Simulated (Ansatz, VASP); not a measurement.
**One calculation of TiSi3W, two programs**

```
Ti Si W
1.0
     4.73038    0.00000    0.00000
    -2.36519    4.09663    0.00000
     0.00000    0.00000    4.19246
Ti Si W
1 3 1
Direct
  0.00000 0.00000 0.00000
  0.37617 0.00000 0.50000
  0.00000 0.37617 0.50000
  0.62383 0.62383 0.50000
  0.00000 0.00000 0.50000
```

Alike in both runs: task single point; functional PBE; k mesh 6 × 6 × 4; occupations gaussian, width 0.1 eV; no spin polarisation.

|  | VASP | Ansatz |
| --- | --- | --- |
| version | VASP 6.6.1 | Ansatz 0.2.0 |
| potentials or method | VASP PAW PBE potentials, release 64 (Ti_sv, Si, W_sv), cutoff 520 eV | scalar-relativistic, plane waves, PAW |
| valence electrons in the cell | 38 | 38 |

|  | VASP | Ansatz | Ansatz less VASP |
| --- | --- | --- | --- |
| gap on the k mesh at the Fermi level (eV) | none | none | - |
| rms of the force components (eV/Å) | 10.862 | 10.809 | -0.0523 |

Atom by atom the forces differ by 0.052 eV/Å (rms over components). A gap of «none» marks a metal or a gap that the smearing closes. With one functional, cell and mesh, what is left measures potentials, basis and numerics.

The k mesh is coarse, so the values compare programs but aren't converged. Spin-orbit coupling is off throughout.
